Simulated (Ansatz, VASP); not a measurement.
CaO in VASP and in Ansatz

File INCAR:

```
SYSTEM = CaO
PREC = Accurate ; ENCUT = 600
EDIFF = 1E-6 ; ISMEAR = 0
SIGMA = 0.02 ; LREAL = .False.
LASPH = .True. ; NELM = 120
ALGO = Normal ; ISIF = 2
LWAVE = .False. ; LCHARG = .False.
NBANDS = 15 ; GGA_COMPAT = .False.
```

File KPOINTS:

```
Automatic mesh
0
Gamma
  8 8 8
  0 0 0
```

File POSCAR:

```
CaO
1.0
    0.0000000000      2.3998898440      2.3998898440
    2.3998898440      0.0000000000      2.3998898440
    2.3998898440      2.3998898440      0.0000000000
Ca O
1 1
Direct
    0.0000000000      0.0000000000      0.0000000000
    0.5000000000      0.5000000000      0.5000000000
```

Input for Ansatz:

```yaml
crystal:
  lattice:
    - [0.0, 2.399889844, 2.399889844]
    - [2.399889844, 0.0, 2.399889844]
    - [2.399889844, 2.399889844, 0.0]
  atoms:
    - { symbol: Ca, position: [0.0, 0.0, 0.0] }
    - { symbol: O, position: [0.5, 0.5, 0.5] }
basis:
  ecutwfc: 420
kpoints:
  mp_grid: { grid: [8, 8, 8] }
hamiltonian:
  xc: lda
  pseudopotentials: { kind: paw, azcp: { folder: soft_1 } }
scf:
  occupations: { method: gaussian, width: 0.02 }
output:
  forces: true
  stress: true
  eigenvalues: true
```

Alike in both runs: task single point; functional LDA; k mesh 8 × 8 × 8; occupations gaussian, width 0.02 eV; no spin polarisation.

```csv
,VASP,Ansatz
version,VASP 6.6.1,Ansatz 0.2.0
potentials or method,"VASP PAW LDA potentials, release 64 (Ca_sv, O), cutoff 600 eV","scalar-relativistic, plane waves, PAW"
valence electrons in the cell,16,16
```

```csv
,VASP,Ansatz,Ansatz less VASP
gap on the k mesh at the Fermi level (eV),3.46,3.48,+0.025
least direct gap on the mesh (eV),3.83,3.86,+0.026
pressure (GPa),-5.9,-6.6,-0.71
```

Ansatz warns that its potentials were made for another functional, while VASP's fit it. LDA's correlation is that of Perdew and Zunger in VASP and of Perdew and Wang (1992) in Ansatz.
